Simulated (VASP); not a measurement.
Runs of VASP 6.6.1 on Sr. The structure is that of space group Im-3m (No. 229), or close to it. The cells are those of the table. 

| cell | gap on the mesh (eV) | pressure (GPa) |
| --- | --- | --- |
| a = 3.961 Å, angles 109.5°, 1 atom | none | (a) |
| a = 4.013 Å, angles 109.5°, 1 atom | none | -0.5 |
| a = 4.113 Å, angles 109.5°, 1 atom | none | (b) |
| a = 3.907 Å, angles 109.5°, 1 atom | none | 0.6 |
| a = 3.796 Å, angles 109.5°, 1 atom | none | 2.2 |

Alike in all rows: task single point; level LDA; potentials or basis VASP PAW LDA potentials, release 64 (Sr_sv); no spin polarisation; k mesh 11 × 11 × 11; cutoff (eV) 520; smearing fermi-dirac 0.1 eV.

**Question.** Fill in the values left out.

**Answer.** (a) 0.0; (b) -1.3.

A k mesh can miss the band edges, and the runs leave out spin-orbit coupling on Sr.

A gap of «none» marks levels without a gap at the run's occupations.
